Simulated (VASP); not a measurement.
Set up this calculation in VASP 6.6.1, as the native input.

| Item | Value |
| --- | --- |
| Task | single point |
| Functional | PBEsol |
| Potentials or basis | VASP PAW PBE potentials, release 64 (Ga_d) |
| Cutoff | 520 eV |
| k mesh | 7 × 7 × 6 |
| Occupations | fermi-dirac, width 0.05 eV |
| Spin | no spin polarisation |
| Dipole correction | no |
| Further INCAR settings | ALGO = Fast; EDIFF = 1e-06; NBANDS = 34 |

The structure of Ga lies in POSCAR:

```
Ga
1.0
    3.8422352050     -2.3420381418      0.0000000000
    3.8422352050      2.3420381418      0.0000000000
    0.0000000000      0.0000000000      4.5179784027
Ga
4
Direct
    0.6655504900      0.0096853900      0.2500000000
    0.0096853900      0.6655504900      0.7500000000
    0.3344495100      0.9903146100      0.7500000000
    0.9903146100      0.3344495100      0.2500000000
```

This cell differs from its parent crystal: volume scaled by 1.02.

These files were run (other wordings do the same):

INCAR

```
SYSTEM = Ga
  PREC = Accurate
  ENCUT = 520
  EDIFF = 1E-6
  ISMEAR = -1
  SIGMA = 0.05
  LREAL = .FALSE.
  LASPH = .TRUE.
  NELM = 60
  ALGO = Fast
  ISIF = 2
  LWAVE = .FALSE.
  LCHARG = .FALSE.
  GGA = PS
  NBANDS = 34
```

KPOINTS

```
regular mesh
0
G
  7 7 6
  0 0 0
```

Potentials or basis: VASP PAW PBE potentials, release 64 (Ga_d).

Run with:

```sh
$ cat potpaw_PBE.64/Ga_d/POTCAR > POTCAR
$ mpirun -np 1 vasp_std > vasp.out
```

It gave:

| Quantity | Value |
| --- | --- |
| Pressure | -1.3 GPa |
| Largest force | 0.022 eV/Å |
| Band gap on the k mesh | zero (band 26 reaches 4.94 eV, above the bottom of band 27 at 4.23 eV) |

Caveat: the PAW data sets were made with another functional, which shifts forces and pressure a little.

Wall time 2.2 min on 1 thread of Intel(R) Xeon(R) Platinum 8375C CPU @ 2.90GHz (Ice Lake), on a shared host, peak memory 0.27 GiB.
